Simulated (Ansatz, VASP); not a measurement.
**Si2W in VASP and in Ansatz**

INCAR

```
PREC = Accurate
ENCUT = 600
EDIFF = 1E-7
ISMEAR = 0
SIGMA = 0.1
LREAL = F
LASPH = T
NELM = 60
ALGO = Normal
ISIF = 3
LWAVE = F
LCHARG = F
GGA = PE
IVDW = 12
IBRION = 2
NSW = 100
EDIFFG = -0.005
```

KPOINTS

```
regular mesh
0
Gamma
  18 18 18
```

POSCAR

```
Si2W
1.0
   -1.6060000000      1.6060000000      3.9400000000
    1.6060000000     -1.6060000000      3.9400000000
    1.6060000000      1.6060000000     -3.9400000000
Si W
2 1
Direct
    0.3330000000      0.3330000000      0.0000000000
    0.6670000000      0.6670000000      0.0000000000
    0.0000000000      0.0000000000      0.0000000000
```

Input for Ansatz:

```yaml
crystal:
  lattice:
    - [-1.606, 1.606, 3.94]
    - [1.606, -1.606, 3.94]
    - [1.606, 1.606, -3.94]
  atoms:
    - { symbol: Si, position: [0.333, 0.333, 0.0] }
    - { symbol: Si, position: [0.667, 0.667, 0.0] }
    - { symbol: W, position: [0.0, 0.0, 0.0] }
basis:
  ecutwfc: 420
kpoints:
  mp_grid: { grid: [18, 18, 18] }
hamiltonian:
  xc: pbe
  dispersion: d3bj
scf:
  occupations: { method: gaussian, width: 0.1 }
output:
  forces: true
  stress: true
  eigenvalues: true
relax:
  adjacent_minimum: "off"
  f_tol: 0.005
  max_steps: 80
  cell: { stress_tol: 0.05 }
```

Alike in both runs: task relaxation of cell and atoms; functional PBE; dispersion D3(BJ); k mesh 18 × 18 × 18; occupations gaussian, width 0.1 eV; no spin polarisation.

|  | VASP | Ansatz |
| --- | --- | --- |
| version | VASP 6.6.1 | Ansatz 0.2.0 |
| potentials or method | VASP PAW PBE potentials, release 64 (Si, W_sv), cutoff 600 eV | scalar-relativistic, plane waves, PAW |
| valence electrons in the cell | 22 | 22 |

VASP gave:

| Property | Result |
| --- | --- |
| gap on the k mesh at the Fermi level, each at its own relaxed structure (eV) | none |
| relaxed volume (Å³/atom) | 13.26 |
| relaxed length of the cell vector where the two differ most in proportion (Å) | 4.506 |

Q: What did Ansatz give for the same quantities?

A: gap on the k mesh at the Fermi level, each at its own relaxed structure (eV): none; relaxed volume (Å³/atom): 13.25; relaxed length of the cell vector where the two differ most in proportion (Å): 4.506.

A gap of «none» marks a metal or a gap that the smearing closes.

Spin-orbit coupling is off throughout.
